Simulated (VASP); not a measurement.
A run of VASP 6.6.1:

The input INCAR:

```
SYSTEM = Pt
PREC     = Accurate       ! precision mode
ENCUT    = 520            ! plane-wave cutoff, eV
EDIFF    = 1E-7           ! SCF threshold, eV
ISMEAR   = 0              ! smearing method
SIGMA    = 0.15           ! smearing width, eV
LREAL    = .False.        ! projectors in reciprocal space
LASPH    = .True.         ! aspherical terms in the spheres
NELM     = 150            ! most SCF steps
ALGO     = Normal         ! electronic algorithm
ISIF     = 2              ! what is computed and relaxed
LWAVE    = .False.        ! write WAVECAR
LCHARG   = .False.        ! write CHGCAR
ISPIN    = 2              ! spin polarisation
MAGMOM   = 0.05 0.05      ! initial moments
LORBIT   = 11             ! projections on sites
NUPDOWN  = 0.1            ! fixed moment
LMAXMIX  = 4              ! l up to which the mixer works
NBANDS   = 21             ! bands
```

The input KPOINTS:

```
regular mesh
0
Gamma
  21 21 10
  0 0 0
```

The input POSCAR:

```
Pt
1.0
    2.8619386323      0.0000000000      0.0000000000
   -1.4309693161      2.4785115596      0.0000000000
    0.0000000000      0.0000000000      4.9418131020
Pt
2
Direct
    0.6666666667      0.3333333333      0.7500000000
    0.3333333333      0.6666666667      0.2500000000
```

Potentials or basis: VASP PAW LDA potentials, release 64 (Pt).

Command:

```console
$ cat potpaw_LDA.64/Pt/POTCAR > POTCAR
$ mpirun -np 1 vasp_std > vasp.out
```

Hardware: 1 thread of Intel Xeon 8259CL, with other jobs on the host.

Question: How long does it take, and how much memory?

Answer: Wall time 8 min on 1 thread of Intel Xeon 8259CL (shared host), peak memory 0.38 GiB. Counts: scf iterations 12, k points 288.
